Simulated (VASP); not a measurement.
Write the native input for VASP 6.6.1 that does the following.

| Quantity | Value |
| --- | --- |
| Task | single point |
| Functional | r2SCAN |
| Potentials or basis | VASP PAW PBE potentials, release 64 (Sr_sv) |
| Cutoff | 520 eV |
| k mesh | 12 × 12 × 8 |
| Occupations | gaussian, width 0.15 eV |
| Spin | no spin polarisation |
| Dipole correction | no |
| Further INCAR settings | ALGO = Normal; EDIFF = 1e-07; NBANDS = 17 |

The system is Sr.

```
CELL_PARAMETERS angstrom
4.31000 0.00000 0.00000
-2.15500 3.73257 0.00000
0.00000 0.00000 7.19100
ATOMIC_POSITIONS crystal
Sr 0.33333 0.66667 0.25000
Sr 0.66667 0.33333 0.75000
```

This cell differs from its parent crystal: strain +0.0200 x Voigt [0, 0, 1, 0, 0, 0].

These files were run (other wordings do the same):

POSCAR

```
Sr
1.0
    4.3100002207      0.0000000000      0.0000000000
   -2.1550001104      3.7325696814      0.0000000000
    0.0000000000      0.0000000000      7.1910000000
Sr
2
Direct
    0.3333333333      0.6666666667      0.2500000000
    0.6666666667      0.3333333333      0.7500000000
```

INCAR.step1

```
SYSTEM = Sr
ALGO = Normal ; EDIFF = 1E-4
ENCUT = 520 ; GGA = PE
ISMEAR = 0 ; LASPH = .TRUE.
LCHARG = .FALSE. ; LREAL = .FALSE.
LWAVE = .TRUE. ; NBANDS = 17
NELM = 60 ; PREC = Accurate
SIGMA = 0.15
```

INCAR.step2

```
SYSTEM = Sr
ALGO = Normal ; EDIFF = 1E-7
ENCUT = 520 ; ISIF = 2
ISMEAR = 0 ; ISTART = 1
LASPH = .TRUE. ; LCHARG = .FALSE.
LMIXTAU = .TRUE. ; LREAL = .FALSE.
LWAVE = .FALSE. ; METAGGA = R2SCAN
NBANDS = 17 ; NELM = 60
PREC = Accurate ; SIGMA = 0.15
```

KPOINTS

```
k-points
0
G
  12 12 8
  0 0 0
```

Potentials or basis: VASP PAW PBE potentials, release 64 (Sr_sv).

Launch:

```bash
$ cat potpaw_PBE.64/Sr_sv/POTCAR > POTCAR
$ cp INCAR.step1 INCAR
$ mpirun -np 1 vasp_std > vasp.out
$ cp INCAR.step2 INCAR
$ mpirun -np 1 vasp_std > vasp.out
```

It gave:

The pressure is -0.1 GPa. The band gap on the k mesh is zero (bands 10 and 11 overlap by 0.42 eV).

Caveat: the cell differs from its parent crystal (strain +0.0200 x Voigt [0, 0, 1, 0, 0, 0]); the PAW data sets were made with another functional, which shifts forces and pressure a little.

Run time: 11 min on 1 thread of Intel Xeon 8259CL, on a shared host, peak memory 0.35 GiB.
